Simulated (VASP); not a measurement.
Input of a VASP 6.6.1 run:

The input INCAR:

```
SYSTEM = CrAgO2
PREC = Accurate ; ENCUT = 520
EDIFF = 1E-6 ; ISMEAR = 0
SIGMA = 0.05 ; LREAL = .FALSE.
LASPH = .TRUE. ; NELM = 150
ALGO = Normal ; ISIF = 2
LWAVE = .FALSE. ; LCHARG = .TRUE.
ISPIN = 2 ; MAGMOM = 2.72 0 -0.03 -0.03
LORBIT = 11 ; LMAXMIX = 4
LDAU = .TRUE. ; LDAUTYPE = 1
LDAUL = 2 -1 -1 ; LDAUU = 6 0 0
LDAUJ = 0.7 0 0 ; LDAUPRINT = 1
LELF = .TRUE. ; LVHAR = .TRUE.
NBANDS = 30
```

File KPOINTS:

```
Automatic mesh
0
G
  7 7 7
  0 0 0
```

POSCAR

```
CrAgO2
1.0
    1.4925004200      0.8616955200      6.1699979900
   -1.4925004200      0.8616955200      6.1699979900
    0.0000000000     -1.7233910300      6.1699979900
Cr Ag O
1 1 2
Direct
    0.5000000000      0.5000000000      0.5000000000
    0.0000000000      0.0000000000      0.0000000000
    0.1119000000      0.1119000000      0.1119000000
    0.8881000000      0.8881000000      0.8881000000
```

Potentials or basis: VASP PAW LDA potentials, release 64 (Cr_pv, Ag, O).

Command:

```bash
$ cat potpaw_LDA.64/Cr_pv/POTCAR potpaw_LDA.64/Ag/POTCAR potpaw_LDA.64/O/POTCAR > POTCAR
$ mpirun -np 1 vasp_std > vasp.out
```

(1) Estimate the band gap on the k mesh.

(2) Predict the pressure.

(3) Predict the largest force.

(4) What does it give for the site moments?

Results:

(1) 1.84 eV, indirect (least direct gap 2.82 eV).

(2) -3.7 GPa.

(3) 0.038 eV/Å.

(4) Cr +2.92; Ag +0.02; O -0.02 μB.

Caveat: a cell with one magnetic atom can't hold antiferromagnetic order, which such compounds often take.
